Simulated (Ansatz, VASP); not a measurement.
CdS in VASP and in Ansatz

```
Cd S
1.0
    -2.09858   -3.63485    0.00000
     2.09858   -3.63485    0.00000
     0.87441   -3.93775   13.65546
Cd S
4 4
Direct
  0.36472 0.98730 0.90583
  0.53139 0.36230 0.40583
  0.28139 0.21646 0.15583
  0.11472 0.84146 0.65583
  0.63528 0.59604 0.09417
  0.46861 0.22104 0.59417
  0.21861 0.07520 0.34417
  0.05194 0.70020 0.84417
```

Alike in both runs: task single point; functional PBE; k mesh 7 × 7 × 2; occupations gaussian, width 0.05 eV; no spin polarisation.

|  | VASP | Ansatz |
| --- | --- | --- |
| version | VASP 6.6.1 | Ansatz 0.2.0 |
| potentials or method | VASP PAW PBE potentials, release 64 (Cd, S), cutoff 520 eV | scalar-relativistic, plane waves, PAW |
| valence electrons in the cell | 72 | 104 |

|  | VASP | Ansatz | Ansatz less VASP |
| --- | --- | --- | --- |
| gap on the k mesh at the Fermi level (eV) | 0.83 | 0.83 | -0.001 |
| least direct gap on the mesh (eV) | 0.83 | 0.83 | -0.001 |
| pressure (GPa) | -0.2 | -0.5 | -0.29 |
| traceless stress, the component that is largest in VASP (GPa) | 1.18 | 1.18 | +0.002 |
| rms of the force components (eV/Å) | 0.185 | 0.182 | -0.0028 |

Atom by atom the forces differ by 0.006 eV/Å (rms over components). The functional is the same, so the differences come from potentials, cutoffs and numerics. VASP's potentials hold 72 valence electrons a cell and Ansatz's 104, so a difference there can come from the potentials and not from the codes.
